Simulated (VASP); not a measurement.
# Nd (Fd-3m) in VASP: single point with PBE

Aim: the single point of Nd with PBE.

All numbers are computed with VASP 6.6.1; they aren't measurements. Logs are shortened: lines on timing, memory, paths and dates and some standing lists are left out, and cuts for length are marked.

### 1 The cell of the first run

The structure is cubic, space group Fd-3m (No. 227). Conventional cell: a = 5.754 Å, b = 5.754 Å, c = 5.754 Å, α = 90.00°, β = 90.00°, γ = 90.00°. Within 3.3 Å of Nd (site symmetry -43m) lie 4 Nd at 2.49 Å.

### 2 Single point, PBE

File INCAR:

```
  PREC = Accurate
  ENCUT = 520
  EDIFF = 1E-7
  ISMEAR = -1
  SIGMA = 0.13605693000000002
  LREAL = False
  LASPH = True
  NELM = 60
  ALGO = Normal
  ISIF = 2
  LWAVE = False
  LCHARG = False
  GGA = PE
  NBANDS = 21
```

File KPOINTS:

```
regular mesh
0
Gamma
  8 8 8
```

File POSCAR:

```
Nd
1.0
    0.0000000000      2.8771892588      2.8771892588
    2.8771892588      0.0000000000      2.8771892588
    2.8771892588      2.8771892588      0.0000000000
Nd
2
Direct
    0.0000000000      0.0000000000      0.0000000000
    0.2500000000      0.2500000000      0.2500000000
```

Potentials or basis: VASP PAW PBE potentials, release 64 (Nd).

The run is started by

```sh
> cat potpaw_PBE.64/Nd/POTCAR > POTCAR
> mpirun -np 1 vasp_std > vasp.out
```

OUTCAR:

```text
PREC = Accurate
   ENCUT = 520
   EDIFF = 1E-7
   ISMEAR = -1
   LREAL = False
   LASPH = True
   NELM = 60
   ISIF = 2
   GGA = PE

 ion  position               nearest neighbor table
   1  0.000  0.000  0.000-   2 2.49   2 2.49   2 2.49   2 2.49
   2  0.250  0.250  0.250-   1 2.49   1 2.49   1 2.49   1 2.49

  LATTYP: Found a face centered cubic cell.
 ALAT       =     5.7543785176

  Lattice vectors:

 A1 = (   0.0000000000,   2.8771892588,   2.8771892588)
 A2 = (   2.8771892588,   0.0000000000,   2.8771892588)
 A3 = (   2.8771892588,   2.8771892588,   0.0000000000)

Analysis of symmetry for initial positions (statically):
=====================================================================
 Subroutine PRICEL returns:
 Original cell was already a primitive cell.

 Routine SETGRP: Setting up the symmetry group for a
 face centered cubic supercell.

 Subroutine GETGRP returns: Found 48 space group operations
 (whereof 24 operations were pure point group operations)
 out of a pool of 48 trial point group operations.

The static configuration has the point symmetry T_d .
 The point group associated with its full space group is O_h .

Analysis of symmetry for dynamics (positions and initial velocities):
=====================================================================
 Subroutine PRICEL returns:
 Original cell was already a primitive cell.

 Routine SETGRP: Setting up the symmetry group for a
 face centered cubic supercell.

 Subroutine GETGRP returns: Found 48 space group operations
 (whereof 24 operations were pure point group operations)
 out of a pool of 48 trial point group operations.

The dynamic configuration has the point symmetry T_d .
 The point group associated with its full space group is O_h .

 Subroutine INISYM returns: Found 48 space group operations
 (whereof 24 operations are pure point group operations),
 and found     1 'primitive' translations

----------------------------------------------------------------------------------------

                                     Primitive cell

  volume of cell :      47.6360

  direct lattice vectors                    reciprocal lattice vectors
     0.000000000  2.877189259  2.877189259    -0.173780713  0.173780713  0.173780713
     2.877189259  0.000000000  2.877189259     0.173780713 -0.173780713  0.173780713
     2.877189259  2.877189259  0.000000000     0.173780713  0.173780713 -0.173780713

  length of vectors
     4.068960071  4.068960071  4.068960071     0.300997024  0.300997024  0.300997024

  position of ions in fractional coordinates (direct lattice)
     0.000000000  0.000000000  0.000000000
     0.250000000  0.250000000  0.250000000

  ion indices of the primitive-cell ions
   primitive index   ion index
                 1           1
                 2           2

----------------------------------------------------------------------------------------

 KPOINTS: regular mesh

Automatic generation of k-mesh.
 Grid dimensions read from file:
 generate k-points for:    8    8    8

 Generating k-lattice:

  Cartesian coordinates                     Fractional coordinates (reciprocal lattice)
    -0.021722589  0.021722589  0.021722589     0.125000000  0.000000000  0.000000000
     0.021722589 -0.021722589  0.021722589     0.000000000  0.125000000  0.000000000
     0.021722589  0.021722589 -0.021722589     0.000000000  0.000000000  0.125000000

  Length of vectors
     0.037624628  0.037624628  0.037624628

  Shift w.r.t. Gamma in fractional coordinates (k-lattice)
     0.000000000  0.000000000  0.000000000

 Subroutine IBZKPT returns following result:
 ===========================================

 Found     29 irreducible k-points:

 Following reciprocal coordinates:
            Coordinates               Weight
  0.000000  0.000000  0.000000      1.000000
  0.125000  0.000000  0.000000      8.000000
  0.250000  0.000000  0.000000      8.000000
  0.375000  0.000000  0.000000      8.000000
  0.500000  0.000000  0.000000      4.000000
  0.125000  0.125000  0.000000      6.000000
[... 16 lines left out ...]
  0.500000  0.250000  0.125000     48.000000
 -0.375000  0.250000  0.125000     24.000000
 [... further k-points ...]
   k-points           NKPTS =     29   k-points in BZ     NKDIM =     29   number of bands    NBANDS=     21
   number of dos      NEDOS =    301   number of ions     NIONS =      2
   total plane-waves  NPLWV =  27000
   dimension x,y,z NGX =    30 NGY =   30 NGZ =   30
   dimension x,y,z NGXF=    60 NGYF=   60 NGZF=   60
   ions per type =               2
   NGX,Y,Z   is equivalent  to a cutoff of  12.26, 12.26, 12.26 a.u.
   NGXF,Y,Z  is equivalent  to a cutoff of  24.51, 24.51, 24.51 a.u.
 SYSTEM =  unknown system
   PREC   = accura    normal or accurate (medium, high low for compatibility)
   ISTART =      0    job   : 0-new  1-cont  2-samecut
   ICHARG =      2    charge: 1-file 2-atom 10-const
   ISPIN  =      1    spin polarized calculation?
   LNONCOLLINEAR =      F non collinear calculations
   LSORBIT =      F    spin-orbit coupling
   LASPH  =      T    aspherical Exc in radial PAW
   ENCUT  =  520.0 eV  38.22 Ry    6.18 a.u.   7.57  7.57  7.57*2*pi/ulx,y,z
   NELM   =     60;   NELMIN=  2; NELMDL= -5     # of ELM steps
   EDIFF  = 0.1E-06   stopping-criterion for ELM
   LREAL  =      F    real-space projection
   EDIFFG = 0.1E-05   stopping-criterion for IOM
   NSW    =      0    number of steps for IOM
   IBRION =     -1    ionic relax: 0-MD 1-quasi-New 2-CG
   NFREE  =      0    steps in history (QN), initial steepest desc. (CG)
   ISIF   =      2    stress and relaxation
   ISYM   =      2    0-nonsym 1-usesym 2-fastsym
   POTIM  = 0.5000    time-step for ionic-motion
   TEBEG  =    0.0;   TEEND  =   0.0 temperature during run
   PSTRESS=    0.0 pullay stress
   NELECT =      28.0000    total number of electrons
   NUPDOWN=      -1.0000    fix difference up-down
   EMIN   =  10.00;   EMAX   =-10.00  energy-range for DOS
   EFERMI =   0.00;   METHOD = LEGACY
   ISMEAR =    -1;   SIGMA  =   0.14  broadening in eV -4-tet -1-fermi 0-gaus
   EFERMI_NEDOS =   21; number of points for ismear=-14 and -15
   IALGO  =     38    algorithm
   IMIX   =      4    mixing-type and parameters
     AMIX     =   0.40;   BMIX     =  1.00
     AMIX_MAG =   1.60;   BMIX_MAG =  1.00
  volume/ion in A,a.u.               =      23.82       160.73
  Fermi-wavevector in a.u.,A,eV,Ry     =   1.371352  2.591480 25.587218  1.880607
  Thomas-Fermi vector in A             =   2.497057
   LORBIT       =      0    0 simple, 1 ext, 2 COOP (PROOUT), +10 PAW based schemes
   GGA     = PE    functional components
   LHFCALC =     F    Hartree Fock is set to
   AEXX    =    0.0000 exact exchange contribution
   IVDW    =     0    specifies the selected vdW correction
   LEPSILON=     F    determine dielectric tensor
   LRPA    =     F    only Hartree local field effects (RPA)
 non-spin polarized calculation
  energy-cutoff  :      520.00
  volume of cell :       47.64
 maximum number of plane-waves:      1303
   NGX = 15   NGY = 15   NGZ = 15

 number of electron      28.0000000 magnetization

 Free energy of the ion-electron system (eV)
  ---------------------------------------------------
  ext. energy  EPLUGINS =         0.00000000
  ---------------------------------------------------
  free energy    TOTEN  =       -10.66932780 eV

  energy without entropy =      -10.01540006  energy(sigma->0) =      -10.34236393

 E-fermi :   6.2769     XC(G=0): -11.3963

 val. band max:        6.2756071523   @ k =  -0.1250   0.1250   0.0000
 cond. band min:       6.2789020633   @ k =   0.1250   0.0000   0.0000
 fundamental gap:      0.0032949110
 Fermi energy:         6.2768656683

 k-point     1 :       0.0000    0.0000    0.0000
  band No.  band energies     occupation
      1     -31.8557      2.00000
      2     -28.2691      2.00000
      3     -13.4980      2.00000
      4     -13.4980      2.00000
      5     -13.4980      2.00000
      6     -10.0565      2.00000
[... 13 lines left out ...]
     20       7.4519      0.00035
     21       7.4519      0.00035

 k-point     2 :       0.1250    0.0000    0.0000
  band No.  band energies     occupation
      1     -31.7737      2.00000
      2     -28.4012      2.00000
      3     -13.5856      2.00000
      4     -13.5856      2.00000
      5     -13.4971      2.00000
      6      -9.9475      2.00000
[... 13 lines left out ...]
     20       7.3978      0.00053
     21       7.3978      0.00053

 k-point     3 :       0.2500    0.0000    0.0000
  band No.  band energies     occupation
      1     -31.5477      2.00000
      2     -28.7453      2.00000
      3     -13.7751      2.00000
      4     -13.7751      2.00000
      5     -13.5211      2.00000
      6      -9.6288      2.00000
[... 13 lines left out ...]
     20       7.3402      0.00081
     21       7.3402      0.00081

 k-point     4 :       0.3750    0.0000    0.0000
  band No.  band energies     occupation
      1     -31.2562      2.00000
      2     -29.1513      2.00000
      3     -13.9413      2.00000
      4     -13.9413      2.00000
      5     -13.5740      2.00000
      6      -9.3433      2.00000
[... 13 lines left out ...]
     20       7.3066      0.00103
     21       7.4281      0.00042

 k-point     5 :       0.5000    0.0000    0.0000
  band No.  band energies     occupation
      1     -31.0988      2.00000
      2     -29.3551      2.00000
      3     -14.0048      2.00000
      4     -14.0048      2.00000
      5     -13.6023      2.00000
      6      -9.2334      2.00000
[... 13 lines left out ...]
     20       7.2942      0.00113
     21       7.5410      0.00018

 k-point     6 :       0.1250    0.1250    0.0000
  band No.  band energies     occupation
      1     -31.7452      2.00000
      2     -28.4462      2.00000
      3     -13.6973      2.00000
      4     -13.6973      2.00000
      5     -13.3013      2.00000
      6     -10.1889      2.00000
[... 13 lines left out ...]
     20       7.2894      0.00117
     21       7.4618      0.00033

 k-point     7 :       0.2500    0.1250    0.0000
  band No.  band energies     occupation
      1     -31.5623      2.00000
      2     -28.7237      2.00000
      3     -13.9122      2.00000
      4     -13.8923      2.00000
      5     -13.1540      2.00000
      6     -10.1852      2.00000
[... 13 lines left out ...]
     20       7.1686      0.00284
     21       7.4000      0.00052
[... 291 lines left out ...]
      1     -30.5262      2.00000
      2     -30.0184      2.00000
      3     -14.6914      2.00000
      4     -14.3728      2.00000
      5     -11.9582      2.00000
      6     -10.8290      2.00000
[... 13 lines left out ...]
     20       7.2449      0.00162
     21       7.3874      0.00057

 k-point    21 :       0.5000    0.5000    0.0000
  band No.  band energies     occupation
      1     -30.2767      2.00000
      2     -30.2767      2.00000
      3     -14.5228      2.00000
      4     -14.5228      2.00000
      5     -11.5254      2.00000
      6     -11.5254      2.00000
[... 13 lines left out ...]
     20       7.1627      0.00297
     21       7.5453      0.00018

 k-point    22 :       0.3750    0.2500    0.1250
  band No.  band energies     occupation
      1     -31.3404      2.00000
      2     -29.0374      2.00000
      3     -14.2435      2.00000
      4     -14.0013      2.00000
      5     -12.8819      2.00000
      6     -10.2702      2.00000
[... 13 lines left out ...]
     20       7.2187      0.00197
     21       7.3692      0.00065

 k-point    23 :       0.5000    0.2500    0.1250
  band No.  band energies     occupation
      1     -31.0416      2.00000
      2     -29.4256      2.00000
      3     -14.4838      2.00000
      4     -14.1482      2.00000
      5     -12.6572      2.00000
      6     -10.2301      2.00000
[... 13 lines left out ...]
     20       7.1911      0.00241
     21       7.3840      0.00058

 k-point    24 :      -0.3750    0.2500    0.1250
  band No.  band energies     occupation
      1     -30.8669      2.00000
      2     -29.6365      2.00000
      3     -14.5689      2.00000
      4     -14.2152      2.00000
      5     -12.5734      2.00000
      6     -10.1886      2.00000
[... 13 lines left out ...]
     20       7.2413      0.00167
     21       7.4357      0.00040

 [... further k-points ...]
[... 5 lines left out ...]
  --------------------------------------------------------------------------------------
  -------------------------------------------------------------------------------------
  Total        0.2465335      0.2465335      0.2465335     -0.0000000      0.0000000     -0.0000000
  in kB        8.2918451      8.2918451      8.2918451     -0.0000000      0.0000000     -0.0000000
  external PRESSURE =       8.2918451 kB  Pullay stress =       0.0000000 kB

 VOLUME and BASIS-vectors are now :
 -----------------------------------------------------------------------------
  energy-cutoff  :      520.00
  volume of cell :       47.64
      direct lattice vectors                 reciprocal lattice vectors
     0.000000000  2.877189259  2.877189259    -0.173780713  0.173780713  0.173780713
     2.877189259  0.000000000  2.877189259     0.173780713 -0.173780713  0.173780713
     2.877189259  2.877189259  0.000000000     0.173780713  0.173780713 -0.173780713

 POSITION                                       TOTAL-FORCE (eV/Angst)
 -----------------------------------------------------------------------------------
      0.00000      0.00000      0.00000        -0.000000     -0.000000     -0.000000
      1.43859      1.43859      1.43859         0.000000      0.000000      0.000000
 -----------------------------------------------------------------------------------
    total drift:                                0.000000     -0.000000     -0.000000

  FREE ENERGIE OF THE ION-ELECTRON SYSTEM (eV)
  ---------------------------------------------------
  free  energy   TOTEN  =       -10.6693277983 eV

  energy  without entropy=      -10.0154000590  energy(sigma->0) =      -10.34236393
```

Run time: 3 min. Hardware: 1 thread of Intel Xeon 6975P-C, shared host; peak memory 0.19 GiB.

Results:

- Free energy: -10.6693 eV
- Pressure: 0.8 GPa
- Band gap on the k mesh: zero (band 14 reaches 6.28 eV, above the bottom of band 15 at 6.21 eV)

Caveat: spin-orbit coupling is left out, which moves the levels of the heavy elements.
